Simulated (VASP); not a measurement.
# Cu (Cmcm) in VASP: single point with PBEsol

Aim: the single point of Cu with PBEsol.

Everything below comes from runs of VASP 6.6.1. Logs are shortened: lines on timing, memory, paths and dates and some standing lists are left out, and cuts for length are marked.

### Step 1. The cell of the first run

It takes space group Cmcm (No. 63, orthorhombic). The conventional cell has a = 2.534 Å, b = 4.565 Å, c = 4.113 Å, α = 90.00°, β = 90.00°, γ = 90.00°. Cu (site symmetry m2m) has 12 Cu at 2.53 to 2.61 Å within 3.3 Å.

### Step 2. Single point, PBEsol (strain +0.0400 x Voigt [0, 1, 0, 0, 0, 0])

Contents of INCAR:

```
PREC     = Accurate       # precision mode
ENCUT    = 520            # plane-wave cutoff, eV
EDIFF    = 1E-6           # SCF threshold, eV
ISMEAR   = 0              # smearing method
SIGMA    = 0.15           # smearing width, eV
LREAL    = F              # projectors in reciprocal space
LASPH    = T              # aspherical terms in the spheres
NELM     = 80             # most SCF steps
ALGO     = Fast           # electronic algorithm
ISIF     = 2              # what is computed and relaxed
LWAVE    = F              # write WAVECAR
LCHARG   = T              # write CHGCAR
GGA      = PS             # functional
LELF     = T              # ELF
LVHAR    = T            
NBANDS   = 18             # bands
```

Contents of KPOINTS:

```
regular mesh
0
Gamma
  24 24 12
```

Contents of POSCAR:

```
Cu
1.0
    2.5340966698      0.0000000000      0.0000000000
   -1.2670483349      2.2823757754      0.0000000000
    0.0000000000      0.0000000000      4.1125710000
Cu
2
Direct
    0.3333333333      0.6666666667      0.2500000000
    0.6666666667      0.3333333333      0.7500000000
```

Potentials or basis: VASP PAW PBE potentials, release 64 (Cu).

The run is started by

```console
cat potpaw_PBE.64/Cu/POTCAR > POTCAR
mpirun -np 1 vasp_std > vasp.out
```

OUTCAR:

```text
PREC = Accurate
   ENCUT = 520
   EDIFF = 1E-6
   ISMEAR = 0
   LREAL = F
   LASPH = T
   NELM = 80
   ISIF = 2
   GGA = PS

 ion  position               nearest neighbor table
   1  0.333  0.667  0.250-   2 2.53   2 2.53   2 2.53   2 2.53   2 2.56   2 2.56
   2  0.667  0.333  0.750-   1 2.53   1 2.53   1 2.53   1 2.53   1 2.56   1 2.56

  LATTYP: Found a base centered orthorhombic cell.
 ALAT       =     2.5340966698
 B/A-ratio  =     1.8013328399
 C/A-ratio  =     1.6228942838

  Lattice vectors:

 A1 = (   1.2670483349,  -2.2823757754,   0.0000000000)
 A2 = (   1.2670483349,   2.2823757754,   0.0000000000)
 A3 = (   0.0000000000,   0.0000000000,   4.1125710000)

Analysis of symmetry for initial positions (statically):
=====================================================================
 Subroutine PRICEL returns:
 Original cell was already a primitive cell.

 Routine SETGRP: Setting up the symmetry group for a
 base centered orthorhombic supercell.

 Subroutine GETGRP returns: Found  8 space group operations
 (whereof  4 operations were pure point group operations)
 out of a pool of  8 trial point group operations.

The static configuration has the point symmetry C_2h.
 The point group associated with its full space group is D_2h.

Analysis of symmetry for dynamics (positions and initial velocities):
=====================================================================
 Subroutine PRICEL returns:
 Original cell was already a primitive cell.

 Routine SETGRP: Setting up the symmetry group for a
 base centered orthorhombic supercell.

 Subroutine GETGRP returns: Found  8 space group operations
 (whereof  4 operations were pure point group operations)
 out of a pool of  8 trial point group operations.

The dynamic configuration has the point symmetry C_2h.
 The point group associated with its full space group is D_2h.

 Subroutine INISYM returns: Found  8 space group operations
 (whereof  4 operations are pure point group operations),
 and found     1 'primitive' translations

----------------------------------------------------------------------------------------

                                     Primitive cell

  volume of cell :      23.7861

  direct lattice vectors                    reciprocal lattice vectors
     2.534096670  0.000000000  0.000000000     0.394617937  0.219069973  0.000000000
    -1.267048335  2.282375775  0.000000000     0.000000000  0.438139946  0.000000000
     0.000000000  0.000000000  4.112571000     0.000000000  0.000000000  0.243156896

  length of vectors
     2.534096670  2.610488587  4.112571000     0.451347947  0.438139946  0.243156896

  position of ions in fractional coordinates (direct lattice)
     0.333333333  0.666666667  0.250000000
     0.666666667  0.333333333  0.750000000

  ion indices of the primitive-cell ions
   primitive index   ion index
                 1           1
                 2           2

----------------------------------------------------------------------------------------

 KPOINTS: regular mesh

Automatic generation of k-mesh.
 Grid dimensions read from file:
 generate k-points for:   24   24   12

 Generating k-lattice:

  Cartesian coordinates                     Fractional coordinates (reciprocal lattice)
     0.016442414  0.009127916  0.000000000     0.041666667  0.000000000  0.000000000
     0.000000000  0.018255831  0.000000000     0.000000000  0.041666667  0.000000000
     0.000000000  0.000000000  0.020263075     0.000000000  0.000000000  0.083333333

  Length of vectors
     0.018806164  0.018255831  0.020263075

  Shift w.r.t. Gamma in fractional coordinates (k-lattice)
     0.000000000  0.000000000  0.000000000

 Subroutine IBZKPT returns following result:
 ===========================================

 Found   1099 irreducible k-points:

 Following reciprocal coordinates:
            Coordinates               Weight
  0.000000  0.000000  0.000000      1.000000
  0.041667 -0.000000  0.000000      4.000000
  0.083333  0.000000  0.000000      4.000000
  0.125000  0.000000  0.000000      4.000000
  0.166667 -0.000000  0.000000      4.000000
  0.208333  0.000000  0.000000      4.000000
[... 16 lines left out ...]
  0.375000  0.041667  0.000000      4.000000
  0.416667  0.041667  0.000000      4.000000
 [... further k-points ...]
   k-points           NKPTS =   1099   k-points in BZ     NKDIM =   1099   number of bands    NBANDS=     18
   number of dos      NEDOS =    301   number of ions     NIONS =      2
   total plane-waves  NPLWV =  12800
   dimension x,y,z NGX =    20 NGY =   20 NGZ =   32
   dimension x,y,z NGXF=    40 NGYF=   40 NGZF=   64
   ions per type =               2
   NGX,Y,Z   is equivalent  to a cutoff of  13.12, 12.74, 12.94 a.u.
   NGXF,Y,Z  is equivalent  to a cutoff of  26.24, 25.47, 25.87 a.u.
 SYSTEM =  unknown system
   PREC   = accura    normal or accurate (medium, high low for compatibility)
   ISTART =      0    job   : 0-new  1-cont  2-samecut
   ICHARG =      2    charge: 1-file 2-atom 10-const
   ISPIN  =      1    spin polarized calculation?
   LNONCOLLINEAR =      F non collinear calculations
   LSORBIT =      F    spin-orbit coupling
   LASPH  =      T    aspherical Exc in radial PAW
   ENCUT  =  520.0 eV  38.22 Ry    6.18 a.u.   4.71  4.85  7.65*2*pi/ulx,y,z
   NELM   =     80;   NELMIN=  2; NELMDL= -5     # of ELM steps
   EDIFF  = 0.1E-05   stopping-criterion for ELM
   LREAL  =      F    real-space projection
   EDIFFG = 0.1E-04   stopping-criterion for IOM
   NSW    =      0    number of steps for IOM
   IBRION =     -1    ionic relax: 0-MD 1-quasi-New 2-CG
   NFREE  =      0    steps in history (QN), initial steepest desc. (CG)
   ISIF   =      2    stress and relaxation
   ISYM   =      2    0-nonsym 1-usesym 2-fastsym
   POTIM  = 0.5000    time-step for ionic-motion
   TEBEG  =    0.0;   TEEND  =   0.0 temperature during run
   PSTRESS=    0.0 pullay stress
   NELECT =      22.0000    total number of electrons
   NUPDOWN=      -1.0000    fix difference up-down
   EMIN   =  10.00;   EMAX   =-10.00  energy-range for DOS
   EFERMI =   0.00;   METHOD = LEGACY
   ISMEAR =     0;   SIGMA  =   0.15  broadening in eV -4-tet -1-fermi 0-gaus
   EFERMI_NEDOS =   21; number of points for ismear=-14 and -15
   IALGO  =     68    algorithm
   IMIX   =      4    mixing-type and parameters
     AMIX     =   0.40;   BMIX     =  1.00
     AMIX_MAG =   1.60;   BMIX_MAG =  1.00
  volume/ion in A,a.u.               =      11.89        80.26
  Fermi-wavevector in a.u.,A,eV,Ry     =   1.595051  3.014209 34.615760  2.544187
  Thomas-Fermi vector in A             =   2.693030
   LORBIT       =      0    0 simple, 1 ext, 2 COOP (PROOUT), +10 PAW based schemes
   GGA     = PS    functional components
   LHFCALC =     F    Hartree Fock is set to
   AEXX    =    0.0000 exact exchange contribution
   IVDW    =     0    specifies the selected vdW correction
   LEPSILON=     F    determine dielectric tensor
   LRPA    =     F    only Hartree local field effects (RPA)
 non-spin polarized calculation
 RMM-DIIS sequential band-by-band and
 Gauss-broadening in eV      SIGMA  =   0.15
  energy-cutoff  :      520.00
  volume of cell :       23.79
 maximum number of plane-waves:       664
   NGX =  9   NGY =  9   NGZ = 15

 number of electron      21.9999984 magnetization

 Free energy of the ion-electron system (eV)
  ---------------------------------------------------
  ext. energy  EPLUGINS =         0.00000000
  ---------------------------------------------------
  free energy    TOTEN  =        -8.56820753 eV

  energy without entropy =       -8.56114470  energy(sigma->0) =       -8.56467611

 E-fermi :   7.2992     XC(G=0): -12.8656

 val. band max:        7.2979728996   @ k =   0.5000   0.2500   0.2500
 cond. band min:       7.3064672014   @ k =  -0.3333   0.1250   0.3333
 fundamental gap:      0.0084943019
 Fermi energy:         7.2991959176

 k-point     1 :       0.0000    0.0000    0.0000
  band No.  band energies     occupation
      1      -2.0211      2.00000
      2       2.3082      2.00000
      3       4.2277      2.00000
      4       4.3829      2.00000
      5       4.4837      2.00000
      6       4.5039      2.00000
[... 10 lines left out ...]
     17      29.2720      0.00000
     18      30.6917      0.00000

 k-point     2 :       0.0417   -0.0000    0.0000
  band No.  band energies     occupation
      1      -1.9649      2.00000
      2       2.3400      2.00000
      3       4.2298      2.00000
      4       4.3756      2.00000
      5       4.4866      2.00000
      6       4.5325      2.00000
[... 10 lines left out ...]
     17      29.8836      0.00000
     18      31.4465      0.00000

 k-point     3 :       0.0833    0.0000    0.0000
  band No.  band energies     occupation
      1      -1.7972      2.00000
      2       2.4320      2.00000
      3       4.2046      2.00000
      4       4.3951      2.00000
      5       4.5126      2.00000
      6       4.5816      2.00000
[... 10 lines left out ...]
     17      30.7151      0.00000
     18      32.1846      0.00000

 k-point     4 :       0.1250    0.0000    0.0000
  band No.  band energies     occupation
      1      -1.5206      2.00000
      2       2.5736      2.00000
      3       4.1307      2.00000
      4       4.4753      2.00000
      5       4.4896      2.00000
      6       4.5230      2.00000
[... 375 lines left out ...]
      4       3.9137      2.00000
      5       4.2652      2.00000
      6       4.5319      2.00000
[... 10 lines left out ...]
     17      22.3876      0.00000
     18      26.4821      0.00000

 k-point    23 :       0.3750    0.0417    0.0000
  band No.  band energies     occupation
      1       1.9720      2.00000
      2       2.9524      2.00000
      3       3.1377      2.00000
      4       4.0145      2.00000
      5       4.2156      2.00000
      6       4.4915      2.00000
[... 10 lines left out ...]
     17      20.9447      0.00000
     18      26.2209      0.00000

 k-point    24 :       0.4167    0.0417    0.0000
  band No.  band energies     occupation
      1       2.3361      2.00000
      2       2.8854      2.00000
      3       3.0659      2.00000
      4       4.1436      2.00000
      5       4.1785      2.00000
      6       4.4657      2.00000
[... 10 lines left out ...]
     17      19.7099      0.00000
     18      26.0468      0.00000

 [... further k-points ...]
[... 5 lines left out ...]
  --------------------------------------------------------------------------------------
  -------------------------------------------------------------------------------------
  Total       -0.8187794     -1.5304933     -0.4767968      0.0000000     -0.0000000      0.0000000
  in kB      -55.1510482   -103.0904114    -32.1159027      0.0000000     -0.0000000      0.0000000
  external PRESSURE =     -63.4524541 kB  Pullay stress =       0.0000000 kB

 VOLUME and BASIS-vectors are now :
 -----------------------------------------------------------------------------
  energy-cutoff  :      520.00
  volume of cell :       23.79
      direct lattice vectors                 reciprocal lattice vectors
     2.534096670  0.000000000  0.000000000     0.394617937  0.219069973  0.000000000
    -1.267048335  2.282375775  0.000000000     0.000000000  0.438139946  0.000000000
     0.000000000  0.000000000  4.112571000     0.000000000  0.000000000  0.243156896

 POSITION                                       TOTAL-FORCE (eV/Angst)
 -----------------------------------------------------------------------------------
     -0.00000      1.52158      1.02814         0.000000      0.073335     -0.000000
      1.26705      0.76079      3.08443         0.000000     -0.073335      0.000000
 -----------------------------------------------------------------------------------
    total drift:                                0.000000     -0.000000      0.000000

  FREE ENERGIE OF THE ION-ELECTRON SYSTEM (eV)
  ---------------------------------------------------
  free  energy   TOTEN  =        -8.5682075293 eV

  energy  without entropy=       -8.5611446990  energy(sigma->0) =       -8.56467611
```

Wall time 3.9 min (1 thread of Intel Xeon 6975P-C (Granite Rapids), shared host); peak memory 0.46 GiB.

Results:

```
Free energy            : -8.5682 eV
Pressure               : -6.3 GPa
Largest force          : 0.073 eV/Å
Band gap on the k mesh : zero (band 11 reaches 11.17 eV, above the bottom of band 12 at 5.41 eV)
```

Forces in eV/Å, atoms in the order of the input:
```
Cu   0.000  0.073  0.000
Cu   0.000 -0.073  0.000
```

Stress tensor (GPa, compression positive):
```
 -5.52   0.00   0.00
  0.00 -10.31   0.00
  0.00   0.00  -3.21
```

Caveat: the cell differs from its parent crystal (strain +0.0400 x Voigt [0, 1, 0, 0, 0, 0]); the PAW data sets were made with another functional, which shifts forces and pressure a little.
